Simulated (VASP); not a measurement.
A run of VASP 6.6.1 is set up as follows.

Contents of INCAR:

```
SYSTEM = Ge
PREC = Accurate
ENCUT = 520
EDIFF = 1E-7
ISMEAR = 0
SIGMA = 0.15
LREAL = .FALSE.
LASPH = .TRUE.
NELM = 100
ALGO = Normal
ISIF = 2
LWAVE = .FALSE.
LCHARG = .FALSE.
GGA = PS
NBANDS = 21
```

KPOINTS

```
Automatic mesh
0
G
  18 18 18
  0 0 0
```

File POSCAR:

```
Ge
1.0
    0.0000000000      2.8378807263      3.2635628352
    2.8378807263      0.0000000000      3.2635628352
    2.8378807263      2.8378807263      0.0000000000
Ge
2
Direct
    0.5000000000      0.5000000000      0.5000000000
    0.7500000000      0.7500000000      0.7500000000
```

Potentials or basis: VASP PAW PBE potentials, release 64 (Ge_d).

Command:

```sh
$ cat potpaw_PBE.64/Ge_d/POTCAR > POTCAR
$ mpirun -np 1 vasp_std > vasp.out
```

Predict the pressure.

-6.5 GPa.

Estimate the band gap on the k mesh.

zero (bands 14 and 15 overlap by 0.91 eV).

Stress tensor (GPa, compression positive):
```
 -3.40   0.00   0.00
  0.00  -3.40   0.00
  0.00   0.00 -12.63
```

Caveat: the cell differs from its parent crystal (strain +0.1500 x Voigt [0, 0, 1, 0, 0, 0]); the cell stands under tension; the PAW data sets were made with another functional, which shifts forces and pressure a little.
